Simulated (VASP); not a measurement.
Wanted: the native input for a VASP 6.6.1 run.

```yaml
Task: single point
Functional: PBE
Potentials_or_basis: VASP PAW PBE potentials, release 64 (B, N)
Cutoff: 520 eV
k_mesh: 12 × 12 × 4
Occupations: gaussian, width 0.05 eV
Spin: no spin polarisation
Dipole_correction: no
Further_INCAR_settings: ALGO = Normal; EDIFF = 1e-06; NBANDS = 16
```

The structure of BN lies in POSCAR:

```
BN
1.0
    2.5121751215      0.0000000000      0.0000000000
   -1.2560875608      2.1756074740      0.0000000000
    0.0000000000      0.0000000000      8.3436910039
B N
2 2
Direct
    0.3388830811      0.6707293640      0.2500000000
    0.6722164145      0.3373960307      0.7500000000
    0.3333333333      0.6666666667      0.7500000000
    0.6666666667      0.3333333333      0.2500000000
```

This cell differs from its parent crystal: all B atoms moved +0.013 Å, as atom 1 along Cartesian [1 1 0].

The input as run:

INCAR

```
SYSTEM = BN
PREC     = Accurate       ! precision mode
ENCUT    = 520            ! plane-wave cutoff, eV
EDIFF    = 1E-6           ! SCF threshold, eV
ISMEAR   = 0              ! smearing method
SIGMA    = 0.05           ! smearing width, eV
LREAL    = .False.        ! projectors in reciprocal space
LASPH    = .True.         ! aspherical terms in the spheres
NELM     = 100            ! most SCF steps
ALGO     = Normal         ! electronic algorithm
ISIF     = 2              ! what is computed and relaxed
LWAVE    = .False.        ! write WAVECAR
LCHARG   = .False.        ! write CHGCAR
GGA      = PE             ! functional
NBANDS   = 16             ! bands
```

KPOINTS

```
regular mesh
0
Gamma
  12 12 4
  0 0 0
```

Potentials or basis: VASP PAW PBE potentials, release 64 (B, N).

Command:

```sh
$ cat potpaw_PBE.64/B/POTCAR potpaw_PBE.64/N/POTCAR > POTCAR
$ mpirun -np 1 vasp_std > vasp.out
```

Results of the run:

```json
{"Pressure": "0.1 GPa", "Largest force": "0.511 eV/Å", "Band gap on the k mesh": "4.40 eV, indirect (least direct gap 4.66 eV)"}
```

Caveat: the cell differs from its parent crystal (all B atoms moved +0.013 Å, as atom 1 along Cartesian [1 1 0]); this functional lacks dispersion, which binds the layers, so the pressure and a relaxed spacing across them are unreliable.

Run time: 53 s on 1 thread of Intel(R) Xeon(R) 6975P-C (Granite Rapids), on a shared host, peak memory 0.26 GiB.
